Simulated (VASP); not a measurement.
Set up this calculation in VASP 6.6.1, as the native input.

- Task: relaxation of cell and atoms
- Functional: PBE
- Potentials or basis: VASP PAW PBE potentials, release 64 (Li_sv, Al, B)
- Cutoff: 600 eV
- k mesh: 4 × 4 × 4
- Occupations: gaussian, width 0.1 eV
- Spin: no spin polarisation
- Dipole correction: no
- Further INCAR settings: ALGO = Normal; EDIFF = 1e-06; IBRION = 2; EDIFFG = -0.04; NSW = 90; ISIF = 3

The structure of Li6AlB3 lies in POSCAR:

```
Li6AlB3
1.0
    4.8569160900      0.0000000000      0.0000000000
    0.0000000000      4.8569160900      0.0000000000
    0.0000000000      0.0000000000      4.8569160900
Li Al B
6 1 3
Direct
    0.6953835100      0.5000000000      0.0000000000
    0.3046164900      0.5000000000      0.0000000000
    0.0000000000      0.6953835100      0.5000000000
    0.0000000000      0.3046164900      0.5000000000
    0.5000000000      0.0000000000      0.6953835100
    0.5000000000      0.0000000000      0.3046164900
    0.0000000000      0.0000000000      0.0000000000
    0.5000000000      0.0000000000      0.0000000000
    0.0000000000      0.5000000000      0.0000000000
    0.0000000000      0.0000000000      0.5000000000
```

One way to write it, as run:

INCAR

```
PREC     = Accurate       # precision mode
ENCUT    = 600            # plane-wave cutoff, eV
EDIFF    = 1E-6           # SCF threshold, eV
ISMEAR   = 0              # smearing method
SIGMA    = 0.1            # smearing width, eV
LREAL    = False          # projectors in reciprocal space
LASPH    = True           # aspherical terms in the spheres
NELM     = 80             # most SCF steps
ALGO     = Normal         # electronic algorithm
ISIF     = 3              # what is computed and relaxed
LWAVE    = False          # write WAVECAR
LCHARG   = False          # write CHGCAR
GGA      = PE             # functional
IBRION   = 2              # ionic algorithm
NSW      = 90             # ionic steps
EDIFFG   = -0.04          # ionic threshold
```

KPOINTS

```
regular mesh
0
Gamma
  4 4 4
```

Potentials or basis: VASP PAW PBE potentials, release 64 (Li_sv, Al, B).

Command:

```console
$ cat potpaw_PBE.64/Li_sv/POTCAR potpaw_PBE.64/Al/POTCAR potpaw_PBE.64/B/POTCAR > POTCAR
$ mpirun -np 1 vasp_std > vasp.out
```

Results of the run:

| Item | Value |
| --- | --- |
| Relaxed volume | 16.76 Å³/atom |
| Relaxed cell | a = 5.513 Å, b = 5.513 Å, c = 5.513 Å, α = 90.00°, β = 90.00°, γ = 90.00° |
| Space group after relaxing (to 0.05 Å) | Pm-3 (No. 200) |
| Energy gained by relaxing | 606.0 meV/atom |
| Ionic steps | 9 |
| Pressure after relaxing | -0.1 GPa |
| Largest force after relaxing | 0.013 eV/Å |
| Band gap on the k mesh | zero (band 15 reaches 2.04 eV, above the bottom of band 16 at 1.35 eV) |

Caveat: the cutoff is under 1.25 times the usual one of these potentials, so pressure, stress and relaxed cells hold a basis-set (Pulay) error; the volume moved by over 15 % at a fixed basis, so the end points are rough.

It took 5.2 min on 1 thread of Oxide Virtual Turin-like Processor, with other jobs on the host, peak memory 0.21 GiB.
